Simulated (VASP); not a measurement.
Here is a VASP 6.6.1 calculation.

File INCAR:

```
PREC     = Accurate       # precision mode
ENCUT    = 520            # plane-wave cutoff, eV
EDIFF    = 1E-7           # SCF threshold, eV
ISMEAR   = -1             # smearing method
SIGMA    = 0.05           # smearing width, eV
LREAL    = False          # projectors in reciprocal space
LASPH    = True           # aspherical terms in the spheres
NELM     = 100            # most SCF steps
ALGO     = Normal         # electronic algorithm
ISIF     = 2              # what is computed and relaxed
LWAVE    = False          # write WAVECAR
LCHARG   = True           # write CHGCAR
GGA      = PS             # functional
LELF     = True           # ELF
LVHAR    = True         
NBANDS   = 16             # bands
```

Contents of KPOINTS:

```
regular mesh
0
Gamma
  9 9 6
```

The input POSCAR:

```
MgO
1.0
    3.3077869865      0.0000000000      0.0000000000
   -1.6538934933      2.8646275606      0.0000000000
    0.0000000000      0.0000000000      4.9828816700
Mg O
2 2
Direct
    0.6666666667      0.3333333333      0.5021597400
    0.3333333333      0.6666666667      0.0021597400
    0.6666666667      0.3333333333      0.9024402600
    0.3333333333      0.6666666667      0.4024402600
```

Potentials or basis: VASP PAW PBE potentials, release 64 (Mg, O).

Command:

```console
$ cat potpaw_PBE.64/Mg/POTCAR potpaw_PBE.64/O/POTCAR > POTCAR
$ mpirun -np 1 vasp_std > vasp.out
```

Estimate the band gap on the k mesh.

3.34 eV, direct.

Estimate the largest force.

0.009 eV/Å.

Forces in eV/Å, atoms in the order of the input:
```
Mg   0.000  0.000  0.009
Mg   0.000  0.000  0.009
O    0.000  0.000 -0.009
O    0.000  0.000 -0.009
```

Caveat: the PAW data sets were made with another functional, which shifts forces and pressure a little. As with any semilocal functional, this PBEsol gap is likely too small.
